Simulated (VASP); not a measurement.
Here is a VASP 6.6.1 calculation.

File INCAR:

```
  PREC = Accurate
  ENCUT = 700
  EDIFF = 1E-6
  ISMEAR = -1
  SIGMA = 0.05
  LREAL = False
  LASPH = True
  NELM = 200
  ALGO = Normal
  ISIF = 2
  LWAVE = False
  LCHARG = True
  ISPIN = 2
  MAGMOM = 1 0
  LORBIT = 11
  LMAXMIX = 4
  GGA = PE
  LELF = True
  LVHAR = True
  NBANDS = 23
  GGA_COMPAT = False
```

File KPOINTS:

```
Automatic mesh
0
Gamma
  4 4 4
```

File POSCAR:

```
NiO
1.0
    0.0000000000      2.0859016414      2.0859016414
    2.0859016414      0.0000000000      2.0859016414
    2.0859016414      2.0859016414      0.0000000000
Ni O
1 1
Direct
    0.0000000000      0.0000000000      0.0000000000
    0.5000000000      0.5000000000      0.5000000000
```

Potentials or basis: VASP PAW PBE potentials, release 64 (Ni_sv_GW, O).

Command:

```console
$ cat potpaw_PBE.64/Ni_sv_GW/POTCAR potpaw_PBE.64/O/POTCAR > POTCAR
$ mpirun -np 1 vasp_std > vasp.out
```

Question: Estimate the net moment.

Answer: 1.38 μB per cell.

Question: Estimate the site moments.

Answer: Ni +1.17; O +0.18 μB.

Question: Predict the pressure.

Answer: 0.8 GPa.

Caveat: the k points lie up to 0.65 Å⁻¹ apart; a cell with one magnetic atom can't hold antiferromagnetic order, which such compounds often take.
